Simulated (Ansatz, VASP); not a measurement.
## AlN: VASP beside Ansatz

```xyz
6
Lattice="1.9197 -4.4807 0.0000 1.9197 4.4807 0.0000 -1.9197 0.0000 3.6674" Properties=species:S:1:pos:R:3 pbc="T T T"
Al    0.0000    0.0000    0.9332
Al    1.9197    0.0000    2.7341
Al    0.9598    1.3071    1.8337
N     0.9598    3.1736    1.8337
N     0.9598   -1.3071    1.8337
N     0.9598   -3.1736    1.8337
```

Alike in both runs: task single point; functional PBE; k mesh 6 × 6 × 6; occupations gaussian, width 0.1 eV; collinear spin.

|  | VASP | Ansatz |
| --- | --- | --- |
| version | VASP 6.6.1 | Ansatz 0.2.0 |
| potentials or method | VASP PAW PBE potentials, release 64 (Al, N), cutoff 520 eV | scalar-relativistic, plane waves, PAW |
| valence electrons in the cell | 24 | 24 |

VASP gave:

```
gap on the k mesh at the Fermi level (eV) : none
rms of the force components (eV/Å)        : 6.091
net moment per atom (μB)                  : 0.00
```

**Question.** What did Ansatz give for the same quantities?

**Answer.** gap on the k mesh at the Fermi level (eV): none; rms of the force components (eV/Å): 6.090; net moment per atom (μB): 0.00.

Atom by atom the forces differ by 0.017 eV/Å (rms over components). A gap of «none» marks a metal or a gap that the smearing closes. With one functional, cell and mesh, what is left measures potentials, basis and numerics. Ansatz's warnings: seeded moment not kept.
